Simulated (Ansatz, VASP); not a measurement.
## Au: VASP beside Ansatz

```xyz
1
Lattice="0.0000 1.9841 2.0148 1.9841 0.0000 2.0148 1.9841 1.9841 0.0000" Properties=species:S:1:pos:R:3 pbc="T T T"
Au    0.0000    0.0000    0.0000
```

Change from the starting cell: strain -0.030 along x and y, -0.015 along z, atoms carried along.

Alike in both runs: task single point; functional PBEsol; k mesh 20 × 20 × 20; occupations gaussian, width 0.15 eV; no spin polarisation.

|  | VASP | Ansatz |
| --- | --- | --- |
| version | VASP 6.6.1 | Ansatz 0.2.0 |
| potentials or method | VASP PAW PBE potentials, release 64 (Au), cutoff 520 eV | scalar-relativistic, plane waves, PAW |
| valence electrons in the cell | 11 | 19 |

VASP gave:

```
gap on the k mesh at the Fermi level (eV)                     : none
pressure (GPa)                                                : 14.7
traceless stress, the component that is largest in VASP (GPa) : -0.41
```

**Question.** What did Ansatz give for the same quantities?

**Answer.** gap on the k mesh at the Fermi level (eV): none; pressure (GPa): 15.0; traceless stress, the component that is largest in VASP (GPa): -0.41.

VASP's potentials were made for PBE, not for PBEsol. A gap of «none» marks a metal or a gap that the smearing closes. VASP's potentials hold 11 valence electrons a cell and Ansatz's 19, so a difference there can come from the potentials and not from the codes.

Neither program's run includes spin-orbit coupling.
